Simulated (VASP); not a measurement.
Wanted: the native input for a VASP 6.6.1 run.

```yaml
Task: single point
Functional: PBEsol
Potentials_or_basis: VASP PAW PBE potentials, release 64 (C)
Cutoff: 520 eV
k_mesh: 18 × 18 × 6
Occupations: gaussian, width 0.15 eV
Spin: no spin polarisation
Dipole_correction: no
Further_INCAR_settings: ALGO = Normal; EDIFF = 1e-07; NBANDS = 16
```

The structure of C lies in POSCAR:

```
C
1.0
    1.3155378420     -1.9800490057      0.0000000000
    1.3155378420      1.9800490057      0.0000000000
    0.0000000000      0.0000000000      7.3778182888
C
4
Direct
    0.0833216498      0.9166783502      0.7498439858
    0.5833216498      0.4166783502      0.2501560142
    0.9166783502      0.0833216498      0.2501560142
    0.4166783502      0.5833216498      0.7498439858
```

This cell differs from its parent crystal: normal strain along x +0.0700, normal strain along y -0.0700.

These files were run (other wordings do the same):

INCAR

```
  PREC = Accurate
  ENCUT = 520
  EDIFF = 1E-7
  ISMEAR = 0
  SIGMA = 0.15
  LREAL = False
  LASPH = True
  NELM = 60
  ALGO = Normal
  ISIF = 2
  LWAVE = False
  LCHARG = False
  GGA = PS
  NBANDS = 16
```

KPOINTS

```
regular mesh
0
Gamma
  18 18 6
```

Potentials or basis: VASP PAW PBE potentials, release 64 (C).

The run is started by

```bash
$ cat potpaw_PBE.64/C/POTCAR > POTCAR
$ mpirun -np 1 vasp_std > vasp.out
```

It gave:

| Property | Result |
| --- | --- |
| Pressure | 7.5 GPa |
| Largest force | 2.576 eV/Å |

Caveat: the cell differs from its parent crystal (normal strain along x +0.0700, normal strain along y -0.0700); the stress differs along the axes, from -48 to 71 GPa; this functional lacks dispersion, which binds layers or chains, so the pressure and a relaxed spacing across them are unreliable; the PAW data sets were made with another functional, which shifts forces and pressure a little.

It took 3 min on 1 thread of Intel(R) Xeon(R) Platinum 8488C (Sapphire Rapids), with other jobs on the host, peak memory 0.26 GiB.
